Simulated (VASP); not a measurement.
A run of VASP 6.6.1 is set up as follows.

The input INCAR:

```
ALGO = Normal ; EDIFF = 1E-6
ENCUT = 520 ; GGA = PE
ISIF = 2 ; ISMEAR = 0
LASPH = T ; LCHARG = T
LELF = T ; LREAL = F
LVHAR = T ; LWAVE = F
NBANDS = 63 ; NELM = 100
PREC = Accurate ; SIGMA = 0.1
```

The input KPOINTS:

```
k-points
0
Gamma
  4 4 2
```

File POSCAR:

```
HfIn4SiO6
1.0
    4.4312557455     -5.8069779475      0.1667026611
    2.8971859357      4.9422665871     -0.0053818558
   -1.5595343737      0.0943473554      5.9316860921
Hf In Si O
1 4 1 6
Direct
    0.1337980266      0.1174353641      0.0158642991
    0.7310729520      0.3917232464     -0.0016183802
    0.4961633475      0.7604458712      0.0065663028
    0.5317923958      0.2324742826      0.4880055850
    0.2099549198      0.6010836748      0.4832904634
    0.8535242026      0.8664970624      0.4403195146
    0.7893512178      0.5525493264      0.3861567405
    0.6543396890      0.9328245649      0.3852156094
    0.0019361245     -0.0169562637      0.2614075919
    0.9835222536      0.9897613889      0.6984054095
    0.3948313418      0.0868256791      0.0667033394
    0.2197155289      0.4853378029      0.1096835245
```

Potentials or basis: VASP PAW PBE potentials, release 64 (Hf_pv, In_d, Si, O).

The run is started by

```sh
$ cat potpaw_PBE.64/Hf_pv/POTCAR potpaw_PBE.64/In_d/POTCAR potpaw_PBE.64/Si/POTCAR potpaw_PBE.64/O/POTCAR > POTCAR
$ mpirun -np 1 vasp_std > vasp.out
```

(1) Predict the band gap on the k mesh.

(2) Predict the largest force.

(3) Predict the pressure.

Results:

(1) 1.10 eV (least direct gap 1.16 eV).

(2) 0.170 eV/Å.

(3) -0.2 GPa.

Caveat: the k points lie up to 0.53 Å⁻¹ apart; spin-orbit coupling is left out, which moves the levels of the heavy elements.
